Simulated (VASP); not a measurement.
# Si6N in VASP: notebook

The runs below take Si6N through single point, with PBEsol.

Program: VASP 6.6.1. These are calculated values, not measurements. Logs are shortened: lines on timing, memory, paths and dates and some standing lists are left out, and cuts for length are marked.

### Step 1. The cell of the first run

The cell holds a slab with vacuum, 7 atoms: a = 3.842 Å, b = 3.842 Å, c = 26.058 Å, α = 90.00°, β = 90.00°, γ = 120.00°.

### Step 2. Single point, PBEsol, collinear spin, ferromagnetic start

INCAR reads:

```
SYSTEM = Si6N
PREC     = Accurate       ! precision mode
ENCUT    = 520            ! plane-wave cutoff, eV
EDIFF    = 1E-6           ! SCF threshold, eV
ISMEAR   = 0              ! smearing method
SIGMA    = 0.05           ! smearing width, eV
LREAL    = .False.        ! projectors in reciprocal space
LASPH    = .True.         ! aspherical terms in the spheres
NELM     = 200            ! most SCF steps
ALGO     = Normal         ! electronic algorithm
ISIF     = 2              ! what is computed and relaxed
LWAVE    = .False.        ! write WAVECAR
LCHARG   = .False.        ! write CHGCAR
ISPIN    = 2              ! spin polarisation
MAGMOM   = 0 0 0 0 0 0 3  ! initial moments
LORBIT   = 11             ! projections on sites
LDIPOL   = .True.       
IDIPOL   = 3            
DIPOL    = 0.5 0.5 0.490
GGA      = PS             ! functional
NBANDS   = 28             ! bands
GGA_COMPAT= .False.      
NELMDL   = -8
```

KPOINTS reads:

```
Automatic mesh
0
Gamma
  9 9 1
  0 0 0
```

POSCAR reads:

```
Si6N
1.0
    3.8417168278      0.0000000000      0.0000000000
   -1.9208584139      3.3270243670      0.0000000000
    0.0000000000      0.0000000000     26.0576844733
Si N
6 1
Direct
    0.3333333333      0.6666666667      0.3261993601
    0.0000000000      0.0000000000      0.3562936366
    0.0000000000      0.0000000000      0.4465764664
    0.6666666667      0.3333333333      0.4762681145
    0.6666666667      0.3333333333      0.5665530419
    0.3333333333      0.6666666667      0.5970725636
    0.3333333333      0.6666666667      0.6638662130
```

Potentials or basis: VASP PAW PBE potentials, release 64 (Si, N).

Command:

```bash
$ cat potpaw_PBE.64/Si/POTCAR potpaw_PBE.64/N/POTCAR > POTCAR
$ mpirun -np 1 vasp_std > vasp.out
```

OUTCAR:

```text
SYSTEM = Si6N
   PREC = Accurate
   ENCUT = 520
   EDIFF = 1E-6
   ISMEAR = 0
   LREAL = .False.
   LASPH = .True.
   NELM = 200
   ISIF = 2
   ISPIN = 2
   LORBIT = 11
   GGA = PS
   NELMDL = -8

 ion  position               nearest neighbor table
   1  0.333  0.667  0.326-   2 2.35   2 2.35   2 2.35
   2  0.000  0.000  0.356-   1 2.35   1 2.35   1 2.35   3 2.35
   3  0.000  0.000  0.447-   4 2.35   4 2.35   4 2.35   2 2.35
   4  0.667  0.333  0.476-   3 2.35   3 2.35   3 2.35   5 2.35
   5  0.667  0.333  0.567-   4 2.35   6 2.36   6 2.36   6 2.36
   6  0.333  0.667  0.597-   7 1.74   5 2.36   5 2.36   5 2.36
   7  0.333  0.667  0.664-   6 1.74

  LATTYP: Found a hexagonal cell.
 ALAT       =     3.8417168278
 C/A-ratio  =     6.7828227955

  Lattice vectors:

 A1 = (   3.8417168278,   0.0000000000,   0.0000000000)
 A2 = (  -1.9208584139,   3.3270243670,   0.0000000000)
 A3 = (   0.0000000000,   0.0000000000,  26.0576844733)

Analysis of symmetry for initial positions (statically):
=====================================================================
 Subroutine PRICEL returns:
 Original cell was already a primitive cell.

 Routine SETGRP: Setting up the symmetry group for a
 hexagonal supercell.

 Subroutine GETGRP returns: Found  6 space group operations
 (whereof  6 operations were pure point group operations)
 out of a pool of 24 trial point group operations.

The static configuration has the point symmetry C_3v.

Analysis of symmetry for dynamics (positions and initial velocities):
=====================================================================
 Subroutine PRICEL returns:
 Original cell was already a primitive cell.

 Routine SETGRP: Setting up the symmetry group for a
 hexagonal supercell.

 Subroutine GETGRP returns: Found  6 space group operations
 (whereof  6 operations were pure point group operations)
 out of a pool of 24 trial point group operations.

The dynamic configuration has the point symmetry C_3v.

Analysis of structural, dynamic, and magnetic symmetry:
=====================================================================
 Subroutine PRICEL returns:
 Original cell was already a primitive cell.

 Routine SETGRP: Setting up the symmetry group for a
 hexagonal supercell.

 Subroutine GETGRP returns: Found  6 space group operations
 (whereof  6 operations were pure point group operations)
 out of a pool of 24 trial point group operations.

The overall configuration has the point symmetry C_3v.

 Subroutine INISYM returns: Found  6 space group operations
 (whereof  6 operations are pure point group operations),
 and found     1 'primitive' translations

----------------------------------------------------------------------------------------

                                     Primitive cell

  volume of cell :     333.0559

  direct lattice vectors                    reciprocal lattice vectors
     3.841716828  0.000000000  0.000000000     0.260300289  0.150284442  0.000000000
    -1.920858414  3.327024367  0.000000000     0.000000000  0.300568884  0.000000000
     0.000000000  0.000000000 26.057684473     0.000000000  0.000000000  0.038376395

  length of vectors
     3.841716828  3.841716828 26.057684473     0.300568884  0.300568884  0.038376395

  position of ions in fractional coordinates (direct lattice)
     0.333333333  0.666666667  0.326199360
     0.000000000  0.000000000  0.356293637
     0.000000000  0.000000000  0.446576466
     0.666666667  0.333333333  0.476268115
     0.666666667  0.333333333  0.566553042
     0.333333333  0.666666667  0.597072564
     0.333333333  0.666666667  0.663866213

  ion indices of the primitive-cell ions
   primitive index   ion index
                 1           1
                 2           2
                 3           3
                 4           4
                 5           5
                 6           6
[... 35 lines left out ...]
  0.111111  0.111111  0.000000      6.000000
  0.222222  0.111111  0.000000     12.000000
  0.333333  0.111111  0.000000     12.000000
  0.444444  0.111111  0.000000      6.000000
  0.222222  0.222222  0.000000      6.000000
  0.333333  0.222222  0.000000     12.000000
  0.333333  0.333333  0.000000      2.000000
   k-points           NKPTS =     12   k-points in BZ     NKDIM =     12   number of bands    NBANDS=     28
   number of dos      NEDOS =    301   number of ions     NIONS =      7
   total plane-waves  NPLWV = 176400
   dimension x,y,z NGX =    30 NGY =   30 NGZ =  196
   dimension x,y,z NGXF=    60 NGYF=   60 NGZF=  392
   ions per type =               6   1
   NGX,Y,Z   is equivalent  to a cutoff of  12.98, 12.98, 12.50 a.u.
   NGXF,Y,Z  is equivalent  to a cutoff of  25.96, 25.96, 25.01 a.u.
 SYSTEM =  Si6N
   PREC   = accura    normal or accurate (medium, high low for compatibility)
   ISTART =      0    job   : 0-new  1-cont  2-samecut
   ICHARG =      2    charge: 1-file 2-atom 10-const
   ISPIN  =      2    spin polarized calculation?
   LNONCOLLINEAR =      F non collinear calculations
   LSORBIT =      F    spin-orbit coupling
   LASPH  =      T    aspherical Exc in radial PAW
   ENCUT  =  520.0 eV  38.22 Ry    6.18 a.u.   7.14  7.14 48.45*2*pi/ulx,y,z
   NELM   =    200;   NELMIN=  2; NELMDL= -8     # of ELM steps
   EDIFF  = 0.1E-05   stopping-criterion for ELM
   LREAL  =      F    real-space projection
[... 7 lines left out ...]
   TEBEG  =    0.0;   TEEND  =   0.0 temperature during run
   PSTRESS=    0.0 pullay stress
   NELECT =      29.0000    total number of electrons
   NUPDOWN=      -1.0000    fix difference up-down
   EMIN   =  10.00;   EMAX   =-10.00  energy-range for DOS
   EFERMI =   0.00;   METHOD = LEGACY
   ISMEAR =     0;   SIGMA  =   0.05  broadening in eV -4-tet -1-fermi 0-gaus
   EFERMI_NEDOS =   21; number of points for ismear=-14 and -15
   IALGO  =     38    algorithm
   IMIX   =      4    mixing-type and parameters
     AMIX     =   0.40;   BMIX     =  1.00
     AMIX_MAG =   1.60;   BMIX_MAG =  1.00
  volume/ion in A,a.u.               =      47.58       321.08
  Fermi-wavevector in a.u.,A,eV,Ry     =   0.725608  1.371199  7.163553  0.526506
  Thomas-Fermi vector in A             =   1.816372
   LORBIT       =     11    0 simple, 1 ext, 2 COOP (PROOUT), +10 PAW based schemes
   GGA     = PS    functional components
   LHFCALC =     F    Hartree Fock is set to
   AEXX    =    0.0000 exact exchange contribution
   IVDW    =     0    specifies the selected vdW correction
   LEPSILON=     F    determine dielectric tensor
   LRPA    =     F    only Hartree local field effects (RPA)
 spin polarized calculation
 Gauss-broadening in eV      SIGMA  =   0.05
  energy-cutoff  :      520.00
  volume of cell :      333.06
 maximum number of plane-waves:      9045
 NGX is ok and might be reduce to    30
   NGX = 15   NGY = 15   NGZ = 97

 dipolmoment           0.000000      0.000000     -0.073514 electrons x Angstroem

 number of electron      29.0000001 magnetization       0.9895469

 dipolmoment           0.000000      0.000000      0.210363 electrons x Angstroem

 Free energy of the ion-electron system (eV)
  ---------------------------------------------------
  ext. energy  EPLUGINS =         0.00000000
  ---------------------------------------------------
  free energy    TOTEN  =       -38.11124135 eV

  energy without entropy =      -38.10987517  energy(sigma->0) =      -38.11055826

 E-fermi :  -1.5276     XC(G=0):  -4.3065

 val. band max:       -1.6820830350   @ k =   0.1111   0.0000   0.0000
 cond. band min:      -1.5206287953   @ k =   0.0000   0.0000   0.0000
 fundamental gap:      0.1614542397
 Fermi energy:        -1.5276371787

 spin component 1

 k-point     1 :       0.0000    0.0000    0.0000
  band No.  band energies     occupation
      1     -16.3093      1.00000
      2     -13.3122      1.00000
      3     -12.2997      1.00000
      4     -11.3757      1.00000
      5      -7.4063      1.00000
      6      -5.2182      1.00000
[... 337 lines left out ...]
     25       4.5261      0.00000
     26       5.1876      0.00000
 Fermi energy:        -1.5276371787

 spin component 2

 k-point     1 :       0.0000    0.0000    0.0000
  band No.  band energies     occupation
      1     -14.5768      1.00000
      2     -13.3432      1.00000
      3     -12.2948      1.00000
      4     -11.1258      1.00000
      5      -7.5120      1.00000
      6      -5.1456      1.00000
[... 337 lines left out ...]
     25       4.4693      0.00000
     26       5.1590      0.00000
 [bands above 26 left out]

------------------------ aborting loop because EDIFF is reached ----------------------------------------

 vacuum level on the upper side and lower side of the slab       (xc-potential included)         1.458        -1.460

  FORCE on cell =-STRESS in cart. coord.  units (eV):
  Direction    XX          YY          ZZ          XY          YZ          ZX
  --------------------------------------------------------------------------------------
  -------------------------------------------------------------------------------------
  Total        0.2349391      0.2349391      0.0671723     -0.0000000      0.0000000     -0.0000000
  in kB        1.1301829      1.1301829      0.3231347     -0.0000000      0.0000000     -0.0000000
  external PRESSURE =       0.8611668 kB  Pullay stress =       0.0000000 kB

 VOLUME and BASIS-vectors are now :
 -----------------------------------------------------------------------------
  energy-cutoff  :      520.00
  volume of cell :      333.06
      direct lattice vectors                 reciprocal lattice vectors
     3.841716828  0.000000000  0.000000000     0.260300289  0.150284442  0.000000000
    -1.920858414  3.327024367  0.000000000     0.000000000  0.300568884  0.000000000
     0.000000000  0.000000000 26.057684473     0.000000000  0.000000000  0.038376395

 POSITION                                       TOTAL-FORCE (eV/Angst)
 -----------------------------------------------------------------------------------
     -0.00000      2.21802      8.50000        -0.000000      0.000000      0.457409
      0.00000      0.00000      9.28419        -0.000000      0.000000     -0.583874
      0.00000      0.00000     11.63675        -0.000000     -0.000000      0.116679
      1.92086      1.10901     12.41044        -0.000000     -0.000000      0.007766
      1.92086      1.10901     14.76306         0.000000      0.000000      0.000685
     -0.00000      2.21802     15.55833         0.000000     -0.000000     -0.072976
     -0.00000      2.21802     17.29882         0.000000      0.000000      0.074311
 -----------------------------------------------------------------------------------
    total drift:                                0.000000     -0.000000      0.000365

  FREE ENERGIE OF THE ION-ELECTRON SYSTEM (eV)
  ---------------------------------------------------
  free  energy   TOTEN  =       -38.1112413466 eV

  energy  without entropy=      -38.1098751658  energy(sigma->0) =      -38.11055826

 vacuum level on the upper side and lower side of the slab         6.012         3.009

 total charge

# of ion       s       p       d       tot
------------------------------------------
    1        0.793   0.852   0.000   1.645
    2        0.756   0.921   0.000   1.677
    3        0.762   0.924   0.000   1.685
    4        0.756   0.932   0.000   1.689
    5        0.765   0.927   0.000   1.692
    6        0.752   0.969   0.000   1.721
    7        1.340   2.110   0.000   3.450
--------------------------------------------------
tot          5.924   7.635   0.000  13.559

 magnetization (x)

# of ion       s       p       d       tot
------------------------------------------
    1       -0.034  -0.179   0.000  -0.213
    2       -0.001  -0.013   0.000  -0.014
    3       -0.008  -0.035   0.000  -0.042
    4       -0.001   0.001   0.000  -0.000
    5        0.020   0.070   0.000   0.090
    6       -0.011  -0.039   0.000  -0.050
    7        0.022   1.037   0.000   1.060
--------------------------------------------------
tot         -0.013   0.843   0.000   0.830
```

Run time: 7.3 min. Hardware: 1 thread of Intel Xeon 6975P-C (Granite Rapids), shared host; peak memory 0.65 GiB.

Results:

```
Free energy                                           : -38.1112 eV
Largest force                                         : 0.584 eV/Å
Band gap on the k mesh                                : 0.04 eV (least direct gap 0.33 eV)
Net moment                                            : 0.99 μB per cell
Site moments                                          : Si -0.21, -0.01, -0.04, -0.00, +0.09, -0.05; N +1.06 μB
Valence electrons inside the program's atomic spheres : Si 1.65, 1.68, 1.69, 1.72 (each value once); N 3.45
```

Forces in eV/Å, atoms in the order of the input:
```
Si   0.000  0.000  0.457
Si   0.000  0.000 -0.584
Si   0.000  0.000  0.117
Si   0.000  0.000  0.008
Si   0.000  0.000  0.001
Si   0.000  0.000 -0.073
N    0.000  0.000  0.074
```

Caveat: the smearing spreads over this small gap; the PAW data sets were made with another functional, which shifts forces and pressure a little.

[end of part 1 of 2]

The gap in the log of VASP goes by the Fermi energy; the results here count the filled bands.